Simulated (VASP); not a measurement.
# NaH (P4/mmm) in VASP: single point with PBE

Aim: the single point of NaH with PBE.

Program: VASP 6.6.1. These are calculated values, not measurements. Logs are shortened: lines on timing, memory, paths and dates and some standing lists are left out, and cuts for length are marked.

**1. The cell of the first run**

The structure is tetragonal, space group P4/mmm (No. 123). Conventional cell: a = 2.807 Å, b = 2.807 Å, c = 3.103 Å, α = 90.00°, β = 90.00°, γ = 90.00°. Na (site symmetry 4/mmm) has 8 H at 2.52 Å and 6 Na at 2.81 to 3.10 Å within 3.3 Å. H (site symmetry 4/mmm) has 8 Na at 2.52 Å and 6 H at 2.81 to 3.10 Å within 3.3 Å.

**2. Single point, PBE (strain -0.050 along x and y, +0.050 along z)**

File INCAR:

```
SYSTEM = NaH
ALGO = Normal
EDIFF = 1E-6
ENCUT = 520
GGA = PE
ISIF = 2
ISMEAR = 0
LASPH = .True.
LCHARG = .False.
LREAL = .False.
LWAVE = .False.
NBANDS = 11
NELM = 80
PREC = Accurate
SIGMA = 0.05
```

File KPOINTS:

```
k-points
0
Gamma
  10 10 10
  0 0 0
```

File POSCAR:

```
NaH
1.0
    2.8073678000      0.0000000000      0.0000000000
    0.0000000000      2.8073678000      0.0000000000
    0.0000000000      0.0000000000      3.1028802000
Na H
1 1
Direct
    0.0000000000      0.0000000000      0.0000000000
    0.5000000000      0.5000000000      0.5000000000
```

Potentials or basis: VASP PAW PBE potentials, release 64 (Na_pv, H).

Command:

```bash
cat potpaw_PBE.64/Na_pv/POTCAR potpaw_PBE.64/H/POTCAR > POTCAR
mpirun -np 1 vasp_std > vasp.out
```

OUTCAR:

```text
SYSTEM = NaH
   EDIFF = 1E-6
   ENCUT = 520
   GGA = PE
   ISIF = 2
   ISMEAR = 0
   LASPH = .True.
   LREAL = .False.
   NELM = 80
   PREC = Accurate

 ion  position               nearest neighbor table
   1  0.000  0.000  0.000-
   2  0.500  0.500  0.500-

  LATTYP: Found a simple tetragonal cell.
 ALAT       =     2.8073678000
 C/A-ratio  =     1.1052631579

  Lattice vectors:

 A1 = (   2.8073678000,   0.0000000000,   0.0000000000)
 A2 = (   0.0000000000,   2.8073678000,   0.0000000000)
 A3 = (   0.0000000000,   0.0000000000,   3.1028802000)

Analysis of symmetry for initial positions (statically):
=====================================================================
 Subroutine PRICEL returns:
 Original cell was already a primitive cell.

 Routine SETGRP: Setting up the symmetry group for a
 simple tetragonal supercell.

 Subroutine GETGRP returns: Found 16 space group operations
 (whereof 16 operations were pure point group operations)
 out of a pool of 16 trial point group operations.

The static configuration has the point symmetry D_4h.

Analysis of symmetry for dynamics (positions and initial velocities):
=====================================================================
 Subroutine PRICEL returns:
 Original cell was already a primitive cell.

 Routine SETGRP: Setting up the symmetry group for a
 simple tetragonal supercell.

 Subroutine GETGRP returns: Found 16 space group operations
 (whereof 16 operations were pure point group operations)
 out of a pool of 16 trial point group operations.

The dynamic configuration has the point symmetry D_4h.

 Subroutine INISYM returns: Found 16 space group operations
 (whereof 16 operations are pure point group operations),
 and found     1 'primitive' translations

----------------------------------------------------------------------------------------

                                     Primitive cell

  volume of cell :      24.4548

  direct lattice vectors                    reciprocal lattice vectors
     2.807367800  0.000000000  0.000000000     0.356205553  0.000000000  0.000000000
     0.000000000  2.807367800  0.000000000     0.000000000  0.356205553  0.000000000
     0.000000000  0.000000000  3.102880200     0.000000000  0.000000000  0.322281215

  length of vectors
     2.807367800  2.807367800  3.102880200     0.356205553  0.356205553  0.322281215

  position of ions in fractional coordinates (direct lattice)
     0.000000000  0.000000000  0.000000000
     0.500000000  0.500000000  0.500000000

  ion indices of the primitive-cell ions
   primitive index   ion index
                 1           1
                 2           2

----------------------------------------------------------------------------------------

 KPOINTS: k-points

Automatic generation of k-mesh.
 Grid dimensions read from file:
 generate k-points for:   10   10   10

 Generating k-lattice:

  Cartesian coordinates                     Fractional coordinates (reciprocal lattice)
     0.035620555  0.000000000  0.000000000     0.100000000  0.000000000  0.000000000
     0.000000000  0.035620555  0.000000000     0.000000000  0.100000000  0.000000000
     0.000000000  0.000000000  0.032228121     0.000000000  0.000000000  0.100000000

  Length of vectors
     0.035620555  0.035620555  0.032228121

  Shift w.r.t. Gamma in fractional coordinates (k-lattice)
     0.000000000  0.000000000  0.000000000

 Subroutine IBZKPT returns following result:
 ===========================================

 Found    126 irreducible k-points:

 Following reciprocal coordinates:
            Coordinates               Weight
  0.000000  0.000000  0.000000      1.000000
  0.100000  0.000000  0.000000      4.000000
  0.200000  0.000000  0.000000      4.000000
  0.300000  0.000000  0.000000      4.000000
  0.400000  0.000000  0.000000      4.000000
  0.500000  0.000000  0.000000      2.000000
[... 16 lines left out ...]
  0.100000  0.000000  0.100000      8.000000
  0.200000  0.000000  0.100000      8.000000
 [... further k-points ...]
   k-points           NKPTS =    126   k-points in BZ     NKDIM =    126   number of bands    NBANDS=     11
   number of dos      NEDOS =    301   number of ions     NIONS =      2
   total plane-waves  NPLWV =  13824
   dimension x,y,z NGX =    24 NGY =   24 NGZ =   24
   dimension x,y,z NGXF=    48 NGYF=   48 NGZF=   48
   ions per type =               1   1
   NGX,Y,Z   is equivalent  to a cutoff of  14.21, 14.21, 12.86 a.u.
   NGXF,Y,Z  is equivalent  to a cutoff of  28.42, 28.42, 25.72 a.u.
 SYSTEM =  NaH
   PREC   = accura    normal or accurate (medium, high low for compatibility)
   ISTART =      0    job   : 0-new  1-cont  2-samecut
   ICHARG =      2    charge: 1-file 2-atom 10-const
   ISPIN  =      1    spin polarized calculation?
   LNONCOLLINEAR =      F non collinear calculations
   LSORBIT =      F    spin-orbit coupling
   LASPH  =      T    aspherical Exc in radial PAW
   ENCUT  =  520.0 eV  38.22 Ry    6.18 a.u.   5.22  5.22  5.77*2*pi/ulx,y,z
   NELM   =     80;   NELMIN=  2; NELMDL= -5     # of ELM steps
   EDIFF  = 0.1E-05   stopping-criterion for ELM
   LREAL  =      F    real-space projection
   EDIFFG = 0.1E-04   stopping-criterion for IOM
   NSW    =      0    number of steps for IOM
   IBRION =     -1    ionic relax: 0-MD 1-quasi-New 2-CG
   NFREE  =      0    steps in history (QN), initial steepest desc. (CG)
   ISIF   =      2    stress and relaxation
   ISYM   =      2    0-nonsym 1-usesym 2-fastsym
   POTIM  = 0.5000    time-step for ionic-motion
   TEBEG  =    0.0;   TEEND  =   0.0 temperature during run
   PSTRESS=    0.0 pullay stress
   NELECT =       8.0000    total number of electrons
   NUPDOWN=      -1.0000    fix difference up-down
   EMIN   =  10.00;   EMAX   =-10.00  energy-range for DOS
   EFERMI =   0.00;   METHOD = LEGACY
   ISMEAR =     0;   SIGMA  =   0.05  broadening in eV -4-tet -1-fermi 0-gaus
   EFERMI_NEDOS =   21; number of points for ismear=-14 and -15
   IALGO  =     38    algorithm
   IMIX   =      4    mixing-type and parameters
     AMIX     =   0.40;   BMIX     =  1.00
     AMIX_MAG =   1.60;   BMIX_MAG =  1.00
  volume/ion in A,a.u.               =      12.23        82.51
  Fermi-wavevector in a.u.,A,eV,Ry     =   1.128020  2.131649 17.312461  1.272430
  Thomas-Fermi vector in A             =   2.264709
   LORBIT       =      0    0 simple, 1 ext, 2 COOP (PROOUT), +10 PAW based schemes
   GGA     = PE    functional components
   LHFCALC =     F    Hartree Fock is set to
   AEXX    =    0.0000 exact exchange contribution
   IVDW    =     0    specifies the selected vdW correction
   LEPSILON=     F    determine dielectric tensor
   LRPA    =     F    only Hartree local field effects (RPA)
 non-spin polarized calculation
 Gauss-broadening in eV      SIGMA  =   0.05
  energy-cutoff  :      520.00
  volume of cell :       24.45
 maximum number of plane-waves:       684
 NGX is ok and might be reduce to    24
   NGX = 11   NGY = 11   NGZ = 11

 number of electron       8.0000002 magnetization

 Free energy of the ion-electron system (eV)
  ---------------------------------------------------
  ext. energy  EPLUGINS =         0.00000000
  ---------------------------------------------------
  free energy    TOTEN  =        -4.70212525 eV

  energy without entropy =       -4.70212525  energy(sigma->0) =       -4.70212525

 E-fermi :   1.8345     XC(G=0):  -8.3521

 val. band max:        1.6769372459   @ k =   0.5000   0.5000   0.5000
 cond. band min:       1.9920869122   @ k =   0.0000   0.0000   0.5000
 fundamental gap:      0.3151496663
 Fermi energy:         1.8345268359

 k-point     1 :       0.0000    0.0000    0.0000
  band No.  band energies     occupation
      1     -23.0453      2.00000
      2     -23.0325      2.00000
      3     -23.0325      2.00000
      4      -4.5733      2.00000
      5       9.8722      0.00000
      6      12.3024      0.00000
      7      12.7931      0.00000
      8      13.6908      0.00000
      9      15.6728      0.00000
     10      15.6728      0.00000
     11      27.2052      0.00000

 k-point     2 :       0.1000    0.0000    0.0000
  band No.  band energies     occupation
      1     -23.0586      2.00000
      2     -23.0426      2.00000
      3     -23.0303      2.00000
      4      -4.3970      2.00000
      5       9.7637      0.00000
      6      11.3243      0.00000
      7      12.4346      0.00000
      8      13.4253      0.00000
      9      15.7999      0.00000
     10      18.0889      0.00000
     11      25.3706      0.00000

 k-point     3 :       0.2000    0.0000    0.0000
  band No.  band energies     occupation
      1     -23.1264      2.00000
      2     -23.0357      2.00000
      3     -23.0243      2.00000
      4      -3.8840      2.00000
      5       7.9611      0.00000
      6      10.8723      0.00000
      7      12.8251      0.00000
      8      13.8464      0.00000
      9      16.1729      0.00000
     10      21.5758      0.00000
     11      22.8486      0.00000

 k-point     4 :       0.3000    0.0000    0.0000
  band No.  band energies     occupation
      1     -23.2091      2.00000
      2     -23.0271      2.00000
      3     -23.0170      2.00000
      4      -3.0932      2.00000
      5       5.6286      0.00000
      6      11.4294      0.00000
      7      13.4443      0.00000
      8      14.5440      0.00000
      9      16.7549      0.00000
     10      20.6282      0.00000
     11      21.7536      0.00000
[... 239 lines left out ...]
 k-point    22 :       0.0000    0.0000    0.1000
  band No.  band energies     occupation
      1     -23.0572      2.00000
      2     -23.0317      2.00000
      3     -23.0317      2.00000
      4      -4.4323      2.00000
      5       8.2885      0.00000
      6      12.4814      0.00000
      7      13.8350      0.00000
      8      14.5521      0.00000
      9      15.7740      0.00000
     10      15.7740      0.00000
     11      26.0142      0.00000

 k-point    23 :       0.1000    0.0000    0.1000
  band No.  band energies     occupation
      1     -23.0583      2.00000
      2     -23.0537      2.00000
      3     -23.0294      2.00000
      4      -4.2580      2.00000
      5       8.3965      0.00000
      6      11.0319      0.00000
      7      13.3488      0.00000
      8      14.6513      0.00000
      9      15.9036      0.00000
     10      18.1822      0.00000
     11      23.6906      0.00000

 k-point    24 :       0.2000    0.0000    0.1000
  band No.  band energies     occupation
      1     -23.1251      2.00000
      2     -23.0470      2.00000
      3     -23.0235      2.00000
      4      -3.7511      2.00000
      5       7.9181      0.00000
      6       9.3350      0.00000
      7      13.6202      0.00000
      8      15.0787      0.00000
      9      16.2840      0.00000
     10      21.0218      0.00000
     11      21.7090      0.00000

 [... further k-points ...]

------------------------ aborting loop because EDIFF is reached ----------------------------------------

  FORCE on cell =-STRESS in cart. coord.  units (eV):
  Direction    XX          YY          ZZ          XY          YZ          ZX
  --------------------------------------------------------------------------------------
  -------------------------------------------------------------------------------------
  Total        0.8915466      0.8915466     -0.9815891      0.0000000     -0.0000000      0.0000000
  in kB       58.4105089     58.4105089    -64.3097286      0.0000000     -0.0000000      0.0000000
  external PRESSURE =      17.5037631 kB  Pullay stress =       0.0000000 kB

 VOLUME and BASIS-vectors are now :
 -----------------------------------------------------------------------------
  energy-cutoff  :      520.00
  volume of cell :       24.45
      direct lattice vectors                 reciprocal lattice vectors
     2.807367800  0.000000000  0.000000000     0.356205553  0.000000000  0.000000000
     0.000000000  2.807367800  0.000000000     0.000000000  0.356205553  0.000000000
     0.000000000  0.000000000  3.102880200     0.000000000  0.000000000  0.322281215

 POSITION                                       TOTAL-FORCE (eV/Angst)
 -----------------------------------------------------------------------------------
      0.00000      0.00000      0.00000         0.000000      0.000000      0.000000
      1.40368      1.40368      1.55144         0.000000      0.000000      0.000000
 -----------------------------------------------------------------------------------
    total drift:                                0.000000      0.000000      0.000000

  FREE ENERGIE OF THE ION-ELECTRON SYSTEM (eV)
  ---------------------------------------------------
  free  energy   TOTEN  =        -4.7021252525 eV

  energy  without entropy=       -4.7021252498  energy(sigma->0) =       -4.70212525
```

Wall time 27 s (1 thread of Intel Xeon 8259CL, shared host); peak memory 0.15 GiB.

Results:

```yaml
Free_energy: -4.7021 eV
Pressure: 1.8 GPa
Band_gap_on_the_k_mesh: 0.32 eV (least direct gap 4.35 eV)
```

Caveat: the cell differs from its parent crystal (strain -0.050 along x and y, +0.050 along z). A k mesh can miss the band edges.
